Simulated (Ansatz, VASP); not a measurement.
# Co in VASP and in Ansatz

```
Co
1.0
     0.00000    2.66845    2.66845
     2.66845    0.00000    2.66845
     2.66845    2.66845    0.00000
Co
2
Direct
  0.12500 0.12500 0.12500
  0.87500 0.87500 0.87500
```

Alike in both runs: task single point; functional RPBE; k mesh 12 × 12 × 12; occupations fermi-dirac, width 0.05 eV; collinear spin.

```csv
,VASP,Ansatz
version,VASP 6.6.1,Ansatz 0.2.0
potentials or method,"VASP PAW PBE potentials, release 64 (Co), cutoff 520 eV","plane waves (420 eV) with PAW, scalar-relativistic"
valence electrons in the cell,18,34
```

Ansatz gave:

* pressure (GPa): -7.9
* net moment per atom (μB): 1.79
* size of the moment on the site where the two differ most (μB): 1.86

Which values does VASP return?

Pressure (GPa): -8.0; net moment per atom (μB): 1.78; size of the moment on the site where the two differ most (μB): 1.81.

VASP's potentials were made for PBE, not for RPBE. Site moments also hang on the region over which each program counts them. VASP's potentials hold 18 valence electrons a cell and Ansatz's 34, so a difference there can come from the potentials and not from the codes.
